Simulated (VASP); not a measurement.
Set up this calculation in VASP 6.6.1, as the native input.

```yaml
Task: relaxation of cell and atoms
Functional: PBEsol
Potentials_or_basis: VASP PAW PBE potentials, release 64 (Si, C)
Cutoff: 600 eV
k_mesh: 10 × 10 × 10
Occupations: gaussian, width 0.02 eV
Spin: no spin polarisation
Dipole_correction: no
Further_INCAR_settings: ALGO = Normal; EDIFF = 1e-06; IBRION = 2; EDIFFG = -0.005; NSW = 100; ISIF = 3
```

The structure of SiC (Moissanite 3C) lies in POSCAR:

```
SiC
1.0
    0.0000000000      2.1790000000      2.1790000000
    2.1790000000      0.0000000000      2.1790000000
    2.1790000000      2.1790000000      0.0000000000
Si C
1 1
Direct
    0.0000000000      0.0000000000      0.0000000000
    0.2500000000      0.2500000000      0.2500000000
```

One way to write it, as run:

INCAR

```
SYSTEM = SiC
ALGO = Normal ; EDIFF = 1E-6
EDIFFG = -0.005 ; ENCUT = 600
GGA = PS ; IBRION = 2
ISIF = 3 ; ISMEAR = 0
LASPH = .TRUE. ; LCHARG = .FALSE.
LREAL = .FALSE. ; LWAVE = .FALSE.
NELM = 80 ; NSW = 100
PREC = Accurate ; SIGMA = 0.02
```

KPOINTS

```
k-points
0
G
  10 10 10
  0 0 0
```

Potentials or basis: VASP PAW PBE potentials, release 64 (Si, C).

Command:

```sh
$ cat potpaw_PBE.64/Si/POTCAR potpaw_PBE.64/C/POTCAR > POTCAR
$ mpirun -np 1 vasp_std > vasp.out
```

It gave:

```json
{
 "Pressure after relaxing": "0.0 GPa",
 "Band gap on the k mesh": "1.23 eV, indirect (least direct gap 4.44 eV)"
}
```

Caveat: the relaxation stopped at its first step, so nothing moved; the PAW data sets were made with another functional, which shifts forces and pressure a little.

Run time: 8.3 s on 1 thread of AMD EPYC 9R45 96-Core Processor (Zen 5), with other jobs on the host, peak memory 0.12 GiB.
